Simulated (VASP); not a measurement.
# LiNbO3 (R3c) in VASP: further runs, part 2 of 3

VASP 6.6.1. Earlier steps stand in the parts before.

### Step 3. Single point, PBE (10.72 Å³/atom)

Contents of INCAR:

```
PREC = Accurate
ENCUT = 520
EDIFF = 1E-6
ISMEAR = 0
SIGMA = 0.05
LREAL = F
LASPH = T
NELM = 100
ALGO = Normal
ISIF = 2
LWAVE = F
LCHARG = F
GGA = PE
NBANDS = 45
```

Contents of KPOINTS:

```
Automatic mesh
0
Gamma
  6 6 6
```

Contents of POSCAR:

```
LiNbO3
1.0
    2.6368852465      1.5224064069      4.4522928425
   -2.6368852465      1.5224064069      4.4522928425
    0.0000000000     -3.0448128138      4.4522928425
Li Nb O
2 2 6
Direct
    0.2815913687      0.2815913687      0.2815913687
    0.7815913687      0.7815913687      0.7815913687
    0.0004900497      0.0004900497      0.0004900497
    0.5004900497      0.5004900497      0.5004900497
    0.1104619503      0.3580262714      0.7211003599
    0.7211003599      0.1104619503      0.3580262714
    0.3580262714      0.7211003599      0.1104619503
    0.2211003599      0.8580262714      0.6104619503
    0.8580262714      0.6104619503      0.2211003599
    0.6104619503      0.2211003599      0.8580262714
```

Potentials or basis: VASP PAW PBE potentials, release 64 (Li_sv, Nb_sv, O).

Launch:

```bash
cat potpaw_PBE.64/Li_sv/POTCAR potpaw_PBE.64/Nb_sv/POTCAR potpaw_PBE.64/O/POTCAR > POTCAR
mpirun -np 1 vasp_std > vasp.out
```

OUTCAR:

```text
PREC = Accurate
   ENCUT = 520
   EDIFF = 1E-6
   ISMEAR = 0
   LREAL = F
   LASPH = T
   NELM = 100
   ISIF = 2
   GGA = PE

 ion  position               nearest neighbor table
   1  0.282  0.282  0.282-   9 2.10  10 2.10   8 2.10   6 2.23   7 2.23   5 2.23
   2  0.782  0.782  0.782-   5 2.10   6 2.10   7 2.10  10 2.23   8 2.23   9 2.23
   3  0.000  0.000  0.000-   7 1.89   6 1.89   5 1.89  10 2.13   8 2.13   9 2.13
   4  0.500  0.500  0.500-   8 1.89  10 1.89   9 1.89   6 2.13   7 2.13   5 2.13
   5  0.110  0.358  0.721-   3 1.89   2 2.10   4 2.13   1 2.23
   6  0.721  0.110  0.358-   3 1.89   2 2.10   4 2.13   1 2.23
   7  0.358  0.721  0.110-   3 1.89   2 2.10   4 2.13   1 2.23
   8  0.221  0.858  0.610-   4 1.89   1 2.10   3 2.13   2 2.23
   9  0.858  0.610  0.221-   4 1.89   1 2.10   3 2.13   2 2.23
  10  0.610  0.221  0.858-   4 1.89   1 2.10   3 2.13   2 2.23

  LATTYP: Found a trigonal (rhomboedric) cell.
 ALAT       =     5.3938665748
 COS(alpha) =     0.5220174326

  Lattice vectors:

 A1 = (   2.6368852465,   1.5224064069,   4.4522928425)
 A2 = (  -2.6368852465,   1.5224064069,   4.4522928425)
 A3 = (   0.0000000000,  -3.0448128138,   4.4522928425)

Analysis of symmetry for initial positions (statically):
=====================================================================
 Subroutine PRICEL returns:
 Original cell was already a primitive cell.

 Routine SETGRP: Setting up the symmetry group for a
 trigonal (rhombohedral) supercell.

 Subroutine GETGRP returns: Found  6 space group operations
 (whereof  3 operations were pure point group operations)
 out of a pool of 12 trial point group operations.

The static configuration has the point symmetry C_3 .
 The point group associated with its full space group is C_3v.

Analysis of symmetry for dynamics (positions and initial velocities):
=====================================================================
 Subroutine PRICEL returns:
 Original cell was already a primitive cell.

 Routine SETGRP: Setting up the symmetry group for a
 trigonal (rhombohedral) supercell.

 Subroutine GETGRP returns: Found  6 space group operations
 (whereof  3 operations were pure point group operations)
 out of a pool of 12 trial point group operations.

The dynamic configuration has the point symmetry C_3 .
 The point group associated with its full space group is C_3v.

 Subroutine INISYM returns: Found  6 space group operations
 (whereof  3 operations are pure point group operations),
 and found     1 'primitive' translations

----------------------------------------------------------------------------------------

                                     Primitive cell

  volume of cell :     107.2400

  direct lattice vectors                    reciprocal lattice vectors
     2.636885246  1.522406407  4.452292843     0.189617656  0.109475805  0.074867792
    -2.636885246  1.522406407  4.452292843    -0.189617656  0.109475805  0.074867792
     0.000000000 -3.044812814  4.452292843     0.000000000 -0.218951610  0.074867792

  length of vectors
     5.393866575  5.393866575  5.393866575     0.231397912  0.231397912  0.231397912

[... 75 lines left out ...]
  0.500000  0.500000  0.166667      6.000000
 -0.333333  0.500000  0.166667     12.000000
 [... further k-points ...]
   k-points           NKPTS =     32   k-points in BZ     NKDIM =     32   number of bands    NBANDS=     45
   number of dos      NEDOS =    301   number of ions     NIONS =     10
   total plane-waves  NPLWV =  64000
   dimension x,y,z NGX =    40 NGY =   40 NGZ =   40
   dimension x,y,z NGXF=    80 NGYF=   80 NGZF=   80
   ions per type =               2   2   6
   NGX,Y,Z   is equivalent  to a cutoff of  12.33, 12.33, 12.33 a.u.
   NGXF,Y,Z  is equivalent  to a cutoff of  24.66, 24.66, 24.66 a.u.
 SYSTEM =  unknown system
   PREC   = accura    normal or accurate (medium, high low for compatibility)
   ISTART =      0    job   : 0-new  1-cont  2-samecut
   ICHARG =      2    charge: 1-file 2-atom 10-const
   ISPIN  =      1    spin polarized calculation?
   LNONCOLLINEAR =      F non collinear calculations
   LSORBIT =      F    spin-orbit coupling
   LASPH  =      T    aspherical Exc in radial PAW
   ENCUT  =  520.0 eV  38.22 Ry    6.18 a.u.  10.03 10.03 10.03*2*pi/ulx,y,z
   NELM   =    100;   NELMIN=  2; NELMDL= -5     # of ELM steps
   EDIFF  = 0.1E-05   stopping-criterion for ELM
   LREAL  =      F    real-space projection
   EDIFFG = 0.1E-04   stopping-criterion for IOM
   NSW    =      0    number of steps for IOM
   IBRION =     -1    ionic relax: 0-MD 1-quasi-New 2-CG
   NFREE  =      0    steps in history (QN), initial steepest desc. (CG)
   ISIF   =      2    stress and relaxation
   ISYM   =      2    0-nonsym 1-usesym 2-fastsym
   POTIM  = 0.5000    time-step for ionic-motion
   TEBEG  =    0.0;   TEEND  =   0.0 temperature during run
   PSTRESS=    0.0 pullay stress
   NELECT =      68.0000    total number of electrons
   NUPDOWN=      -1.0000    fix difference up-down
   EMIN   =  10.00;   EMAX   =-10.00  energy-range for DOS
   EFERMI =   0.00;   METHOD = LEGACY
   ISMEAR =     0;   SIGMA  =   0.05  broadening in eV -4-tet -1-fermi 0-gaus
   EFERMI_NEDOS =   21; number of points for ismear=-14 and -15
   IALGO  =     38    algorithm
   IMIX   =      4    mixing-type and parameters
     AMIX     =   0.40;   BMIX     =  1.00
     AMIX_MAG =   1.60;   BMIX_MAG =  1.00
  volume/ion in A,a.u.               =      10.72        72.37
  Fermi-wavevector in a.u.,A,eV,Ry     =   1.406454  2.657813 26.913859  1.978113
  Thomas-Fermi vector in A             =   2.528813
   LORBIT       =      0    0 simple, 1 ext, 2 COOP (PROOUT), +10 PAW based schemes
   GGA     = PE    functional components
   LHFCALC =     F    Hartree Fock is set to
   AEXX    =    0.0000 exact exchange contribution
   IVDW    =     0    specifies the selected vdW correction
   LEPSILON=     F    determine dielectric tensor
   LRPA    =     F    only Hartree local field effects (RPA)
 non-spin polarized calculation
 Gauss-broadening in eV      SIGMA  =   0.05
  energy-cutoff  :      520.00
  volume of cell :      107.24
 maximum number of plane-waves:      2926
   NGX = 21   NGY = 21   NGZ = 21

 number of electron      67.9999984 magnetization

 Free energy of the ion-electron system (eV)
  ---------------------------------------------------
  ext. energy  EPLUGINS =         0.00000000
  ---------------------------------------------------
  free energy    TOTEN  =       -79.88733166 eV

  energy without entropy =      -79.88733166  energy(sigma->0) =      -79.88733166

 E-fermi :   3.7895     XC(G=0): -10.7577

 val. band max:        3.4765130970   @ k =   0.1667   0.1667   0.1667
 cond. band min:       7.0106894301   @ k =   0.5000   0.3333   0.0000
 fundamental gap:      3.5341763331
 Fermi energy:         3.7895201265

 k-point     1 :       0.0000    0.0000    0.0000
  band No.  band energies     occupation
      1     -50.7296      2.00000
      2     -50.7148      2.00000
      3     -39.2078      2.00000
      4     -39.2053      2.00000
      5     -27.0096      2.00000
      6     -27.0096      2.00000
[... 1141 lines left out ...]
     44      12.9478      0.00000
     45      13.7805      0.00000

 [... further k-points ...]

------------------------ aborting loop because EDIFF is reached ----------------------------------------

  FORCE on cell =-STRESS in cart. coord.  units (eV):
  Direction    XX          YY          ZZ          XY          YZ          ZX
  --------------------------------------------------------------------------------------
  -------------------------------------------------------------------------------------
  Total       -1.2580438     -1.2580438      5.5190636      0.0000000      0.0000000      0.0000000
  in kB      -18.7953125    -18.7953125     82.4554133      0.0000000      0.0000000      0.0000000
  external PRESSURE =      14.9549294 kB  Pullay stress =       0.0000000 kB

 VOLUME and BASIS-vectors are now :
 -----------------------------------------------------------------------------
  energy-cutoff  :      520.00
  volume of cell :      107.24
      direct lattice vectors                 reciprocal lattice vectors
     2.636885246  1.522406407  4.452292843     0.189617656  0.109475805  0.074867792
    -2.636885246  1.522406407  4.452292843    -0.189617656  0.109475805  0.074867792
     0.000000000 -3.044812814  4.452292843     0.000000000 -0.218951610  0.074867792

 POSITION                                       TOTAL-FORCE (eV/Angst)
 -----------------------------------------------------------------------------------
      0.00000      0.00000      3.76118         0.000000      0.000000     -0.113162
      0.00000      0.00000     10.43962         0.000000      0.000000     -0.113162
      0.00000      0.00000      0.00655         0.000000      0.000000      0.020571
      0.00000      0.00000      6.68498         0.000000      0.000000      0.020571
     -0.65280     -1.48239      5.29640         0.070247      0.052802      0.030864
      1.61018      0.17585      5.29640        -0.080852      0.034435      0.030864
     -0.95738      1.30653      5.29640         0.010605     -0.087237      0.030864
     -1.67950     -0.21587      7.52254        -0.010605     -0.087237      0.030864
      0.65280      1.56243      7.52254        -0.070247      0.052802      0.030864
      1.02670     -1.34655      7.52254         0.080852      0.034435      0.030864
 -----------------------------------------------------------------------------------
    total drift:                               -0.000000     -0.000000     -0.000080

  FREE ENERGIE OF THE ION-ELECTRON SYSTEM (eV)
  ---------------------------------------------------
  free  energy   TOTEN  =       -79.8873316558 eV

  energy  without entropy=      -79.8873316558  energy(sigma->0) =      -79.88733166
```

Run time: 1.8 min. Hardware: 1 thread of Intel Xeon 6975P-C (Granite Rapids), shared host; peak memory 0.31 GiB.

What came out:

| Item | Value |
| --- | --- |
| Free energy | -79.8873 eV |
| Largest force | 0.113 eV/Å |
| Band gap on the k mesh | 3.53 eV (least direct gap 3.61 eV) |

Forces on the atoms (eV/Å):
```
Li   0.000  0.000 -0.113
Li   0.000  0.000 -0.113
Nb   0.000  0.000  0.021
Nb   0.000  0.000  0.021
O    0.070  0.053  0.031
O   -0.081  0.034  0.031
O    0.011 -0.087  0.031
O   -0.011 -0.087  0.031
O   -0.070  0.053  0.031
O    0.081  0.034  0.031
```

Caveat: the cutoff is under 1.25 times the usual one of these potentials, so pressure, stress and relaxed cells hold a basis-set (Pulay) error.

[end of part 2 of 3]
